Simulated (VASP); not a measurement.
Set up this calculation in VASP 6.6.1, as the native input.

| Item | Value |
| --- | --- |
| Task | single point |
| Functional | PBEsol |
| Dispersion | D3(BJ) |
| Potentials or basis | VASP PAW PBE potentials, release 64 (Te, Be) |
| Cutoff | 520 eV |
| k mesh | 8 × 8 × 8 |
| Occupations | fermi-dirac, width 0.05 eV |
| Spin | no spin polarisation |
| Dipole correction | no |
| Further INCAR settings | ALGO = Normal; EDIFF = 1e-06; NBANDS = 11 |

The structure of BeTe lies in POSCAR:

```
BeTe
1.0
    0.0000000000      2.8064515486      2.8064515486
    2.8064515486      0.0000000000      2.8064515486
    2.8064515486      2.8064515486      0.0000000000
Te Be
1 1
Direct
    0.7500000000      0.7500000000      0.7500000000
    0.0000000000      0.0000000000      0.0000000000
```

One way to write it, as run:

INCAR

```
PREC = Accurate ; ENCUT = 520
EDIFF = 1E-6 ; ISMEAR = -1
SIGMA = 0.05 ; LREAL = False
LASPH = True ; NELM = 100
ALGO = Normal ; ISIF = 2
LWAVE = False ; LCHARG = False
GGA = PS ; IVDW = 12
NBANDS = 11
```

KPOINTS

```
Automatic mesh
0
Gamma
  8 8 8
```

Potentials or basis: VASP PAW PBE potentials, release 64 (Te, Be).

Run with:

```sh
$ cat potpaw_PBE.64/Te/POTCAR potpaw_PBE.64/Be/POTCAR > POTCAR
$ mpirun -np 1 vasp_std > vasp.out
```

Results of the run:

```json
{
  "Pressure": "-2.2 GPa",
  "Band gap on the k mesh": "1.83 eV, indirect (least direct gap 3.59 eV)",
  "Dispersion energy per atom": "-0.306 eV"
}
```

Caveat: the PAW data sets were made with another functional, which shifts forces and pressure a little; spin-orbit coupling is left out, which moves the levels of the heavy elements.

Wall time 15 s on 1 thread of Intel(R) Xeon(R) Platinum 8259CL CPU @ 2.50GHz (Skylake/Cascade Lake), with other jobs on the host, peak memory 0.18 GiB.
